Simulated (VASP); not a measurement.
A run of VASP 6.6.1:

INCAR

```
PREC = Accurate
ENCUT = 520
EDIFF = 1E-6
ISMEAR = -1
SIGMA = 0.02
LREAL = F
LASPH = T
NELM = 60
ALGO = Normal
ISIF = 2
LWAVE = F
LCHARG = F
GGA = PS
NBANDS = 15
```

The input KPOINTS:

```
Automatic mesh
0
Gamma
  6 6 6
```

File POSCAR:

```
RbBr
1.0
    0.0000000000      3.4231094477      3.4231094477
    3.4231094477      0.0000000000      3.4231094477
    3.4231094477      3.4231094477      0.0000000000
Rb Br
1 1
Direct
    0.0000000000      0.0000000000      0.0000000000
    0.5000000000      0.5000000000      0.5000000000
```

Potentials or basis: VASP PAW PBE potentials, release 64 (Rb_sv, Br).

The run is started by

```sh
$ cat potpaw_PBE.64/Rb_sv/POTCAR potpaw_PBE.64/Br/POTCAR > POTCAR
$ mpirun -np 1 vasp_std > vasp.out
```

Hardware: 1 thread of AMD EPYC 7R13, on a shared host.

How long does it take, and how much memory?

Wall time 38 s on 1 thread of AMD EPYC 7R13, with other jobs on the host, peak memory 0.18 GiB. Counts: scf iterations 13, k points 16.
